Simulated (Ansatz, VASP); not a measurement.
Al6H in VASP and in Ansatz

File INCAR:

```
SYSTEM = Al6H
PREC     = Accurate       ! precision mode
ENCUT    = 520            ! plane-wave cutoff, eV
EDIFF    = 1E-7           ! SCF threshold, eV
ISMEAR   = 0              ! smearing method
SIGMA    = 0.1            ! smearing width, eV
LREAL    = .False.        ! projectors in reciprocal space
LASPH    = .True.         ! aspherical terms in the spheres
NELM     = 60             ! most SCF steps
ALGO     = Normal         ! electronic algorithm
ISIF     = 2              ! what is computed and relaxed
LWAVE    = .False.        ! write WAVECAR
LCHARG   = .False.        ! write CHGCAR
LDIPOL   = .True.       
IDIPOL   = 3            
DIPOL    = 0.5 0.5 0.302
GGA      = PE             ! functional
NBANDS   = 32             ! bands
```

The input KPOINTS:

```
regular mesh
0
Gamma
  6 6 1
  0 0 0
```

Contents of POSCAR:

```
Al6H
1.0
    5.7143028096      0.0000000000      0.0000000000
   -2.8571514048      4.9487313980      0.0000000000
    0.0000000000      0.0000000000     22.6016424997
Al H
12 2
Direct
    0.3333333333      0.1666666667      0.1769782882
    0.3333333333      0.6666666667      0.1769782882
    0.8333333333      0.1666666667      0.1769782882
    0.8333333333      0.6666666667      0.1769782882
    0.1666666667      0.3333333333      0.2787817902
    0.1666666667      0.8333333333      0.2787817902
    0.6666666667      0.3333333333      0.2787817902
    0.6666666667      0.8333333333      0.2787817902
    0.0000000000      0.0000000000      0.3805759913
    0.0000000000      0.5000000000      0.3805759913
    0.5000000000      0.0000000000      0.3805759913
    0.5000000000      0.5000000000      0.3805759913
    0.2529210739      0.1666666667      0.4429608379
    0.4137455928      0.1666666667      0.4429608379
```

Input for Ansatz:

```yaml
crystal:
  lattice:
    - [5.7143028096, 0.0, 0.0]
    - [-2.8571514048, 4.948731398, 0.0]
    - [0.0, 0.0, 22.6016424997]
  atoms:
    - { symbol: Al, position: [0.3333333333, 0.1666666667, 0.1769782882] }
    - { symbol: Al, position: [0.3333333333, 0.6666666667, 0.1769782882] }
    - { symbol: Al, position: [0.8333333333, 0.1666666667, 0.1769782882] }
    - { symbol: Al, position: [0.8333333333, 0.6666666667, 0.1769782882] }
    - { symbol: Al, position: [0.1666666667, 0.3333333333, 0.2787817902] }
    - { symbol: Al, position: [0.1666666667, 0.8333333333, 0.2787817902] }
    - { symbol: Al, position: [0.6666666667, 0.3333333333, 0.2787817902] }
    - { symbol: Al, position: [0.6666666667, 0.8333333333, 0.2787817902] }
    - { symbol: Al, position: [0.0, 0.0, 0.3805759913] }
    - { symbol: Al, position: [0.0, 0.5, 0.3805759913] }
    - { symbol: Al, position: [0.5, 0.0, 0.3805759913] }
    - { symbol: Al, position: [0.5, 0.5, 0.3805759913] }
    - { symbol: H, position: [0.2529210739, 0.1666666667, 0.4429608379] }
    - { symbol: H, position: [0.4137455928, 0.1666666667, 0.4429608379] }
basis:
  ecutwfc: 420
kpoints:
  mp_grid: { grid: [6, 6, 1] }
hamiltonian:
  xc: pbe
scf:
  occupations: { method: gaussian, width: 0.1 }
output:
  forces: true
  eigenvalues: true
efield:
  axis: 3
  dipole_correction: true
  ramp_width: 0.04
```

Alike in both runs: task single point; functional PBE; k mesh 6 × 6 × 1; occupations gaussian, width 0.1 eV; no spin polarisation.

|  | VASP | Ansatz |
| --- | --- | --- |
| version | VASP 6.6.1 | Ansatz 0.2.0 |
| potentials or method | VASP PAW PBE potentials, release 64 (Al, H), cutoff 520 eV | scalar-relativistic, plane waves, PAW |
| valence electrons in the cell | 38 | 38 |

|  | VASP | Ansatz | Ansatz less VASP |
| --- | --- | --- | --- |
| gap on the k mesh at the Fermi level (eV) | none | none | - |
| rms of the force components (eV/Å) | 0.236 | 0.236 | +0.0005 |

Atom by atom the forces differ by 0.001 eV/Å (rms over components). A gap of «none» marks a metal or a gap that the smearing closes. The functional is the same, so the differences come from potentials, cutoffs and numerics.
